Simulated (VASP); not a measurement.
# GdN (I4mm) in VASP: single point with PBE

Aim: the single point of GdN with PBE.

All numbers are computed with VASP 6.6.1; they aren't measurements. Logs are shortened: lines on timing, memory, paths and dates and some standing lists are left out, and cuts for length are marked.

## 1. The cell of the first run

Symmetry: I4mm, No. 107, tetragonal system. The conventional cell has a = 3.465 Å, b = 3.465 Å, c = 4.900 Å, α = 90.00°, β = 90.00°, γ = 90.00°. Within 2.7 Å of Gd (site symmetry 4mm) lie 5 N at 2.02 to 2.49 Å. Within 2.7 Å of N (site symmetry 4mm) lie 5 Gd at 2.02 to 2.49 Å.

## 2. Single point, PBE, collinear spin, ferromagnetic start

Input file INCAR:

```
SYSTEM = GdN
PREC = Accurate
ENCUT = 600
EDIFF = 1E-6
ISMEAR = -1
SIGMA = 0.15
LREAL = .False.
LASPH = .True.
NELM = 200
ALGO = Normal
ISIF = 2
LWAVE = .False.
LCHARG = .False.
ISPIN = 2
MAGMOM = 7 0
LORBIT = 11
LMAXMIX = 6
GGA = PE
NBANDS = 22
GGA_COMPAT = .False.
```

Input file KPOINTS:

```
regular mesh
0
Gamma
  3 3 3
  0 0 0
```

Input file POSCAR:

```
GdN
1.0
    0.0000000000      2.4500000000      2.4500000000
    2.4500000000      0.0000000000      2.4500000000
    2.4500000000      2.4500000000      0.0000000000
Gd N
1 1
Direct
    0.0000000000      0.0000000000      0.0000000000
    0.4132653061      0.4132653061     -0.4132653061
```

Potentials or basis: VASP PAW PBE potentials, release 64 (Gd, N).

The run is started by

```bash
$ cat potpaw_PBE.64/Gd/POTCAR potpaw_PBE.64/N/POTCAR > POTCAR
$ mpirun -np 1 vasp_std > vasp.out
```

OUTCAR:

```text
SYSTEM = GdN
   PREC = Accurate
   ENCUT = 600
   EDIFF = 1E-6
   ISMEAR = -1
   LREAL = .False.
   LASPH = .True.
   NELM = 200
   ISIF = 2
   ISPIN = 2
   LORBIT = 11
   GGA = PE

 ion  position               nearest neighbor table
   1  0.000  0.000  0.000-   2 2.02   2 2.49   2 2.49   2 2.49   2 2.49
   2  0.413  0.413  0.587-   1 2.02   1 2.49   1 2.49   1 2.49   1 2.49

  LATTYP: Found a face centered cubic cell.
 ALAT       =     4.9000000000

  Lattice vectors:

 A1 = (   0.0000000000,   2.4500000000,   2.4500000000)
 A2 = (   2.4500000000,   0.0000000000,   2.4500000000)
 A3 = (   2.4500000000,   2.4500000000,   0.0000000000)

Analysis of symmetry for initial positions (statically):
=====================================================================
 Subroutine PRICEL returns:
 Original cell was already a primitive cell.

 Routine SETGRP: Setting up the symmetry group for a
 face centered cubic supercell.

 Subroutine GETGRP returns: Found  8 space group operations
 (whereof  8 operations were pure point group operations)
 out of a pool of 48 trial point group operations.

The static configuration has the point symmetry C_4v.

Analysis of symmetry for dynamics (positions and initial velocities):
=====================================================================
 Subroutine PRICEL returns:
 Original cell was already a primitive cell.

 Routine SETGRP: Setting up the symmetry group for a
 face centered cubic supercell.

 Subroutine GETGRP returns: Found  8 space group operations
 (whereof  8 operations were pure point group operations)
 out of a pool of 48 trial point group operations.

The dynamic configuration has the point symmetry C_4v.

Analysis of structural, dynamic, and magnetic symmetry:
=====================================================================
 Subroutine PRICEL returns:
 Original cell was already a primitive cell.

 Routine SETGRP: Setting up the symmetry group for a
 face centered cubic supercell.

 Subroutine GETGRP returns: Found  8 space group operations
 (whereof  8 operations were pure point group operations)
 out of a pool of 48 trial point group operations.

The overall configuration has the point symmetry C_4v.

 Subroutine INISYM returns: Found  8 space group operations
 (whereof  8 operations are pure point group operations),
 and found     1 'primitive' translations

----------------------------------------------------------------------------------------

                                     Primitive cell

  volume of cell :      29.4123

  direct lattice vectors                    reciprocal lattice vectors
     0.000000000  2.450000000  2.450000000    -0.204081633  0.204081633  0.204081633
     2.450000000  0.000000000  2.450000000     0.204081633 -0.204081633  0.204081633
     2.450000000  2.450000000  0.000000000     0.204081633  0.204081633 -0.204081633

  length of vectors
     3.464823228  3.464823228  3.464823228     0.353479757  0.353479757  0.353479757

  position of ions in fractional coordinates (direct lattice)
     0.000000000  0.000000000  0.000000000
     0.413265306  0.413265306  0.586734694

  ion indices of the primitive-cell ions
   primitive index   ion index
                 1           1
                 2           2

----------------------------------------------------------------------------------------

 KPOINTS: regular mesh

Automatic generation of k-mesh.
 Grid dimensions read from file:
 generate k-points for:    3    3    3

 Generating k-lattice:

  Cartesian coordinates                     Fractional coordinates (reciprocal lattice)
    -0.068027211  0.068027211  0.068027211     0.333333333  0.000000000  0.000000000
     0.068027211 -0.068027211  0.068027211     0.000000000  0.333333333  0.000000000
     0.068027211  0.068027211 -0.068027211     0.000000000  0.000000000  0.333333333

  Length of vectors
     0.117826586  0.117826586  0.117826586

  Shift w.r.t. Gamma in fractional coordinates (k-lattice)
     0.000000000  0.000000000  0.000000000

 Subroutine IBZKPT returns following result:
 ===========================================

 Found      6 irreducible k-points:

 Following reciprocal coordinates:
            Coordinates               Weight
  0.000000  0.000000  0.000000      1.000000
  0.333333  0.000000  0.000000      8.000000
  0.333333  0.333333  0.000000      2.000000
  0.000000  0.333333  0.333333      4.000000
 -0.333333  0.333333  0.000000      4.000000
  0.000000 -0.333333  0.333333      8.000000
   k-points           NKPTS =      6   k-points in BZ     NKDIM =      6   number of bands    NBANDS=     22
   number of dos      NEDOS =    301   number of ions     NIONS =      2
   total plane-waves  NPLWV =  21952
   dimension x,y,z NGX =    28 NGY =   28 NGZ =   28
   dimension x,y,z NGXF=    56 NGYF=   56 NGZF=   56
   ions per type =               1   1
   NGX,Y,Z   is equivalent  to a cutoff of  13.43, 13.43, 13.43 a.u.
   NGXF,Y,Z  is equivalent  to a cutoff of  26.87, 26.87, 26.87 a.u.
 SYSTEM =  GdN
   PREC   = accura    normal or accurate (medium, high low for compatibility)
   ISTART =      0    job   : 0-new  1-cont  2-samecut
   ICHARG =      2    charge: 1-file 2-atom 10-const
   ISPIN  =      2    spin polarized calculation?
   LNONCOLLINEAR =      F non collinear calculations
   LSORBIT =      F    spin-orbit coupling
   LASPH  =      T    aspherical Exc in radial PAW
   ENCUT  =  600.0 eV  44.10 Ry    6.64 a.u.   6.92  6.92  6.92*2*pi/ulx,y,z
   NELM   =    200;   NELMIN=  2; NELMDL= -5     # of ELM steps
   EDIFF  = 0.1E-05   stopping-criterion for ELM
   LREAL  =      F    real-space projection
   EDIFFG = 0.1E-04   stopping-criterion for IOM
   NSW    =      0    number of steps for IOM
   IBRION =     -1    ionic relax: 0-MD 1-quasi-New 2-CG
   NFREE  =      0    steps in history (QN), initial steepest desc. (CG)
   ISIF   =      2    stress and relaxation
   ISYM   =      2    0-nonsym 1-usesym 2-fastsym
   POTIM  = 0.5000    time-step for ionic-motion
   TEBEG  =    0.0;   TEEND  =   0.0 temperature during run
   PSTRESS=    0.0 pullay stress
   NELECT =      23.0000    total number of electrons
   NUPDOWN=      -1.0000    fix difference up-down
   EMIN   =  10.00;   EMAX   =-10.00  energy-range for DOS
   EFERMI =   0.00;   METHOD = LEGACY
   ISMEAR =    -1;   SIGMA  =   0.15  broadening in eV -4-tet -1-fermi 0-gaus
   EFERMI_NEDOS =   21; number of points for ismear=-14 and -15
   IALGO  =     38    algorithm
   IMIX   =      4    mixing-type and parameters
     AMIX     =   0.40;   BMIX     =  1.00
     AMIX_MAG =   1.60;   BMIX_MAG =  1.00
  volume/ion in A,a.u.               =      14.71        99.24
  Fermi-wavevector in a.u.,A,eV,Ry     =   1.508255  2.850188 30.950972  2.274832
  Thomas-Fermi vector in A             =   2.618733
   LORBIT       =     11    0 simple, 1 ext, 2 COOP (PROOUT), +10 PAW based schemes
   GGA     = PE    functional components
   LHFCALC =     F    Hartree Fock is set to
   AEXX    =    0.0000 exact exchange contribution
   IVDW    =     0    specifies the selected vdW correction
   LEPSILON=     F    determine dielectric tensor
   LRPA    =     F    only Hartree local field effects (RPA)
 spin polarized calculation
  energy-cutoff  :      600.00
  volume of cell :       29.41
 maximum number of plane-waves:      1002
   NGX = 13   NGY = 13   NGZ = 13

 number of electron      22.9999998 magnetization       6.9950822

 Free energy of the ion-electron system (eV)
  ---------------------------------------------------
  ext. energy  EPLUGINS =         0.00000000
  ---------------------------------------------------
  free energy    TOTEN  =       -22.68133539 eV

  energy without entropy =      -22.65683704  energy(sigma->0) =      -22.66908621

 E-fermi :   4.2007     XC(G=0): -11.7858

 val. band max:        3.9354904869   @ k =   0.0000   0.3333   0.3333
 cond. band min:       4.2562672968   @ k =   0.3333   0.3333   0.0000
 fundamental gap:      0.3207768099
 Fermi energy:         4.2006937181

 spin component 1

 k-point     1 :       0.0000    0.0000    0.0000
  band No.  band energies     occupation
      1     -39.2362      1.00000
      2     -16.5040      1.00000
      3     -16.1823      1.00000
      4     -16.1823      1.00000
      5      -8.8560      1.00000
      6       0.7791      1.00000
[... 14 lines left out ...]
     21      11.2463      0.00000
     22      14.9157      0.00000

 k-point     2 :       0.3333    0.0000    0.0000
  band No.  band energies     occupation
      1     -39.1451      1.00000
      2     -17.4646      1.00000
      3     -16.4188      1.00000
      4     -16.2807      1.00000
      5      -7.4585      1.00000
      6       0.0781      1.00000
[... 14 lines left out ...]
     21      14.5287      0.00000
     22      18.4083      0.00000

 k-point     3 :       0.3333    0.3333    0.0000
  band No.  band energies     occupation
      1     -39.1130      1.00000
      2     -17.5009      1.00000
      3     -16.5153      1.00000
      4     -16.5153      1.00000
      5      -7.9562      1.00000
      6       1.0088      1.00000
[... 14 lines left out ...]
     21      14.4271      0.00000
     22      20.7379      0.00000

 k-point     4 :       0.0000    0.3333    0.3333
  band No.  band energies     occupation
      1     -39.1171      1.00000
      2     -17.1300      1.00000
      3     -16.8248      1.00000
      4     -16.4848      1.00000
      5      -8.1225      1.00000
      6       0.7262      1.00000
[... 14 lines left out ...]
     21      14.0775      0.00000
     22      19.1140      0.00000

 k-point     5 :      -0.3333    0.3333    0.0000
  band No.  band energies     occupation
      1     -39.0834      1.00000
      2     -17.4641      1.00000
      3     -17.0092      1.00000
      4     -16.4496      1.00000
      5      -7.6317      1.00000
      6       0.6361      1.00000
[... 14 lines left out ...]
     21      16.0396      0.00000
     22      17.6921      0.00000

 k-point     6 :       0.0000   -0.3333    0.3333
  band No.  band energies     occupation
      1     -39.0854      1.00000
      2     -17.3817      1.00000
      3     -16.9673      1.00000
      4     -16.5302      1.00000
      5      -7.6299      1.00000
      6       0.5555      1.00000
[... 14 lines left out ...]
     21      15.6729      0.00000
     22      17.6736      0.00000
 Fermi energy:         4.2006937181

 spin component 2

 k-point     1 :       0.0000    0.0000    0.0000
  band No.  band energies     occupation
      1     -36.1685      1.00000
      2     -14.3745      1.00000
      3     -13.9523      1.00000
      4     -13.9523      1.00000
      5      -8.7035      1.00000
      6       2.5361      0.99998
[... 14 lines left out ...]
     21      12.2588      0.00000
     22      15.9170      0.00000

 k-point     2 :       0.3333    0.0000    0.0000
  band No.  band energies     occupation
      1     -36.0513      1.00000
      2     -15.6430      1.00000
      3     -14.2273      1.00000
      4     -14.0670      1.00000
      5      -7.1208      1.00000
      6       0.5641      1.00000
[... 14 lines left out ...]
     21      15.5742      0.00000
     22      19.5649      0.00000

 k-point     3 :       0.3333    0.3333    0.0000
  band No.  band energies     occupation
      1     -36.0097      1.00000
      2     -15.6532      1.00000
      3     -14.3645      1.00000
      4     -14.3645      1.00000
      5      -7.7289      1.00000
      6       1.9898      1.00000
[... 14 lines left out ...]
     21      15.3184      0.00000
     22      21.5217      0.00000

 k-point     4 :       0.0000    0.3333    0.3333
  band No.  band energies     occupation
      1     -36.0159      1.00000
      2     -15.1864      1.00000
      3     -14.7438      1.00000
      4     -14.3190      1.00000
      5      -7.9371      1.00000
      6       1.7239      1.00000
[... 14 lines left out ...]
     21      14.9276      0.00000
     22      20.3531      0.00000

 k-point     5 :      -0.3333    0.3333    0.0000
  band No.  band energies     occupation
      1     -35.9715      1.00000
      2     -15.6301      1.00000
      3     -14.9690      1.00000
      4     -14.2772      1.00000
      5      -7.3628      1.00000
      6       1.4009      1.00000
[... 14 lines left out ...]
     21      16.9408      0.00000
     22      18.8560      0.00000

 k-point     6 :       0.0000   -0.3333    0.3333
  band No.  band energies     occupation
      1     -35.9746      1.00000
      2     -15.5281      1.00000
      3     -14.9164      1.00000
      4     -14.3675      1.00000
      5      -7.3794      1.00000
      6       1.0885      1.00000
[... 14 lines left out ...]
     21      16.6655      0.00000
     22      18.8511      0.00000

------------------------ aborting loop because EDIFF is reached ----------------------------------------

  FORCE on cell =-STRESS in cart. coord.  units (eV):
  Direction    XX          YY          ZZ          XY          YZ          ZX
  --------------------------------------------------------------------------------------
  -------------------------------------------------------------------------------------
  Total        1.0660114      1.0660114      7.3727844      0.0000000      0.0000000     -0.0000000
  in kB       58.0689804     58.0689804    401.6186458      0.0000000      0.0000000     -0.0000000
  external PRESSURE =     172.5855356 kB  Pullay stress =       0.0000000 kB

 VOLUME and BASIS-vectors are now :
 -----------------------------------------------------------------------------
  energy-cutoff  :      600.00
  volume of cell :       29.41
      direct lattice vectors                 reciprocal lattice vectors
     0.000000000  2.450000000  2.450000000    -0.204081633  0.204081633  0.204081633
     2.450000000  0.000000000  2.450000000     0.204081633 -0.204081633  0.204081633
     2.450000000  2.450000000  0.000000000     0.204081633  0.204081633 -0.204081633

 POSITION                                       TOTAL-FORCE (eV/Angst)
 -----------------------------------------------------------------------------------
      0.00000      0.00000      0.00000         0.000000      0.000000     -3.310797
      2.45000      2.45000      2.02500         0.000000      0.000000      3.310797
 -----------------------------------------------------------------------------------
    total drift:                               -0.000000     -0.000000     -0.012726

  FREE ENERGIE OF THE ION-ELECTRON SYSTEM (eV)
  ---------------------------------------------------
  free  energy   TOTEN  =       -22.6813353918 eV

  energy  without entropy=      -22.6568370381  energy(sigma->0) =      -22.66908621

 total charge

# of ion       s       p       d       f       tot
--------------------------------------------------
    1        2.044   5.665   0.665   7.017  15.391
    2        1.261   2.442   0.000   0.000   3.702
--------------------------------------------------
tot          3.305   8.107   0.665   7.017  19.093

 magnetization (x)

# of ion       s       p       d       f       tot
--------------------------------------------------
    1       -0.003  -0.076   0.094   6.770   6.784
    2       -0.008  -0.070   0.000   0.000  -0.078
--------------------------------------------------
tot         -0.012  -0.146   0.094   6.770   6.706
```

Wall time 25 s (1 thread of AMD EPYC 9R45 (Zen 5), shared host); peak memory 0.15 GiB.

What came out:

* Free energy: -22.6813 eV
* Pressure: 17.3 GPa
* Largest force: 3.311 eV/Å
* Band gap on the k mesh: 0.32 eV (least direct gap 0.53 eV)
* Net moment: 7.00 μB per cell
* Site moments: Gd +6.78; N -0.08 μB
* Valence electrons inside the program's atomic spheres: Gd 15.39; N 3.70

Forces on the atoms (eV/Å):
```
Gd   0.000  0.000 -3.311
N    0.000  0.000  3.311
```

Caveat: the k points lie up to 0.74 Å⁻¹ apart; semilocal functionals underestimate gaps, and a narrow one can read as zero; spin-orbit coupling is left out, which moves the levels of the heavy elements; a cell with one magnetic atom can't hold antiferromagnetic order, which such compounds often take; semilocal functionals describe open f shells poorly, which spoils levels, moments and volumes; forces of over 1 eV/Å act on the atoms, so gaps and moduli don't describe the material at rest.
